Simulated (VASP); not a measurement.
# MgO in VASP: further runs, part 2 of 2

VASP 6.6.1. Earlier steps stand in the parts before.

**5. Single point, r2SCAN (uniaxial x strain +2.2%)**

Input file POSCAR:

```
MgO
1.0
    0.0000000000      2.1021674166      2.1021674166
    2.1477844495      0.0000000000      2.1021674166
    2.1477844495      2.1021674166      0.0000000000
Mg O
1 1
Direct
    0.0000000000      0.0000000000      0.0000000000
    0.5000000000      0.5000000000      0.5000000000
```

Input file INCAR.step1:

```
SYSTEM = MgO
ALGO = Normal
EDIFF = 1E-5
ENCUT = 660
GGA = PE
GGA_COMPAT = .False.
ISMEAR = 0
LASPH = .True.
LCHARG = .False.
LREAL = .False.
LWAVE = .True.
NBANDS = 15
NELM = 120
PREC = Accurate
SIGMA = 0.01
```

Input file INCAR.step2:

```
SYSTEM = MgO
ALGO = Normal
EDIFF = 1E-6
ENCUT = 660
GGA_COMPAT = .False.
ISIF = 2
ISMEAR = 0
ISTART = 1
LASPH = .True.
LCHARG = .True.
LELF = .True.
LMIXTAU = .True.
LREAL = .False.
LVHAR = .True.
LWAVE = .False.
METAGGA = R2SCAN
NBANDS = 15
NELM = 120
PREC = Accurate
SIGMA = 0.01
```

Input file KPOINTS:

```
k-points
0
Gamma
  10 10 10
  0 0 0
```

Potentials or basis: VASP PAW PBE potentials, release 64 (Mg_sv, O).

The run is started by

```console
> cat potpaw_PBE.64/Mg_sv/POTCAR potpaw_PBE.64/O/POTCAR > POTCAR
> cp INCAR.step1 INCAR
> mpirun -np 1 vasp_std > vasp.out
> cp INCAR.step2 INCAR
> mpirun -np 1 vasp_std > vasp.out
```

OUTCAR:

```text
SYSTEM = MgO
   EDIFF = 1E-6
   ENCUT = 660
   ISIF = 2
   ISMEAR = 0
   ISTART = 1
   LASPH = .True.
   LREAL = .False.
   METAGGA = R2SCAN
   NELM = 120
   PREC = Accurate

 ion  position               nearest neighbor table
   1  0.000  0.000  0.000-   2 2.10   2 2.10   2 2.10   2 2.10
   2  0.500  0.500  0.500-   1 2.10   1 2.10   1 2.10   1 2.10

  LATTYP: Found a body centered tetragonal cell.
 ALAT       =     2.9729136709
 C/A-ratio  =     1.4449019966

  Lattice vectors:

[... 619 lines left out ...]

------------------------ aborting loop because EDIFF is reached ----------------------------------------

  FORCE on cell =-STRESS in cart. coord.  units (eV):
  Direction    XX          YY          ZZ          XY          YZ          ZX
  --------------------------------------------------------------------------------------
  -------------------------------------------------------------------------------------
  Total       -0.7144974     -0.2485551     -0.2485551      0.0000000      0.0000000      0.0000000
  in kB      -60.3053672    -20.9786722    -20.9786722      0.0000000      0.0000000      0.0000000
  external PRESSURE =     -34.0875706 kB  Pullay stress =       0.0000000 kB

 VOLUME and BASIS-vectors are now :
 -----------------------------------------------------------------------------
  energy-cutoff  :      660.00
  volume of cell :       18.98
      direct lattice vectors                 reciprocal lattice vectors
     0.000000000  2.102167417  2.102167417    -0.232798035  0.237849753  0.237849753
     2.147784450  0.000000000  2.102167417     0.232798035 -0.237849753  0.237849753
     2.147784450  2.102167417  0.000000000     0.232798035  0.237849753 -0.237849753

 POSITION                                       TOTAL-FORCE (eV/Angst)
 -----------------------------------------------------------------------------------
      0.00000      0.00000      0.00000         0.000000      0.000000      0.000000
      2.14778      2.10217      2.10217         0.000000      0.000000      0.000000
 -----------------------------------------------------------------------------------
    total drift:                                0.000000      0.000000      0.000000

  FREE ENERGIE OF THE ION-ELECTRON SYSTEM (eV)
  ---------------------------------------------------
  free  energy   TOTEN  =       -16.1681161775 eV

  energy  without entropy=      -16.1681161775  energy(sigma->0) =      -16.16811618
```

OSZICAR.step1:

```text
N       E                     dE             d eps       ncg     rms          rms(c)
DAV:   1     0.142784544981E+03    0.14278E+03   -0.11903E+04  3060   0.150E+03
DAV:   2    -0.866781075718E+01   -0.15145E+03   -0.14411E+03  3669   0.397E+02
DAV:   3    -0.134204180959E+02   -0.47526E+01   -0.47347E+01  3982   0.704E+01
DAV:   4    -0.134858983343E+02   -0.65480E-01   -0.65475E-01  3515   0.827E+00
DAV:   5    -0.134870644672E+02   -0.11661E-02   -0.11661E-02  4029   0.918E-01    0.857E+00
DAV:   6    -0.119109593275E+02    0.15761E+01   -0.26085E+00  3312   0.147E+01    0.282E+00
DAV:   7    -0.119001172352E+02    0.10842E-01   -0.13918E-01  3599   0.330E+00    0.172E+00
DAV:   8    -0.118911886910E+02    0.89285E-02   -0.38773E-02  3739   0.218E+00    0.350E-01
DAV:   9    -0.118899059991E+02    0.12827E-02   -0.37664E-03  3522   0.560E-01    0.973E-02
DAV:  10    -0.118901103887E+02   -0.20439E-03   -0.28146E-04  3683   0.171E-01    0.511E-02
DAV:  11    -0.118900971349E+02    0.13254E-04   -0.27708E-05  3823   0.507E-02    0.663E-03
DAV:  12    -0.118900972752E+02   -0.14036E-06   -0.56586E-07  1831   0.100E-02
   1 F= -.11890097E+02 E0= -.11890097E+02  d E =-.706560E-46
```

Wall time 3.1 min (1 thread of Intel Xeon Platinum 8259CL at 2.50GHz (Skylake/Cascade Lake), shared host); peak memory 0.19 GiB.

Results:

```
Free energy            : -16.1681 eV
Pressure               : -3.4 GPa
Band gap on the k mesh : 5.46 eV, direct
```

Levels at points of the mesh, in eV from the valence-band top:
| k point | band 5 | band 6 | band 7 | band 8 | band 9 | band 10 | band 11 | band 12 |
| --- | --- | --- | --- | --- | --- | --- | --- | --- |
| (0.00, 0.00, 0.00) | -18.14 | -0.04 | -0.04 | 0.00 | 5.46 | 16.59 | 16.82 | 16.82 |
| (0.50, 0.00, 0.00) | -16.90 | -4.55 | -0.71 | -0.66 | 8.69 | 13.63 | 17.08 | 17.56 |
| (0.50, 0.50, 0.00) | -16.68 | -4.01 | -1.47 | -1.33 | 9.92 | 10.96 | 14.20 | 19.88 |
| (0.00, 0.50, 0.50) | -16.74 | -4.08 | -1.31 | -1.31 | 10.14 | 11.00 | 13.92 | 20.35 |

Caveat: the cell differs from its parent crystal (uniaxial x strain +2.2%); the PAW data sets were made with another functional, which shifts forces and pressure a little.

**6. The runs side by side**

```csv
potentials or basis,cell,cutoff (eV),second run,gap on the mesh (eV),pressure (GPa)
"VASP PAW PBE potentials, release 64 (Mg, O)","a = 2.973, b = 3.005, c = 3.005 Å, angles 59.3, 60.4, 60.4°, 2 atoms",520,-,5.41,-4.4
"VASP PAW PBE potentials, release 64 (Mg, O)","a = 2.958 Å, angles 56.9°, 2 atoms",520,-,6.28,16.6
"VASP PAW PBE potentials, release 64 (Mg, O)","a = 3.063 Å, angles 58.1°, 2 atoms",520,-,5.07,-7.8
"VASP PAW PBE potentials, release 64 (Mg_sv, O)","a = 2.973, b = 3.005, c = 3.005 Å, angles 59.3, 60.4, 60.4°, 2 atoms",660,valence_matched,5.46,-3.4
```

Alike in all rows: task single point; level r2SCAN; no spin polarisation; k mesh 10 × 10 × 10; smearing gaussian 0.01 eV.

Caveats: the PAW data sets were made with another functional, which shifts forces and pressure a little.

Absolute energies hang on the potentials; compare differences alone.
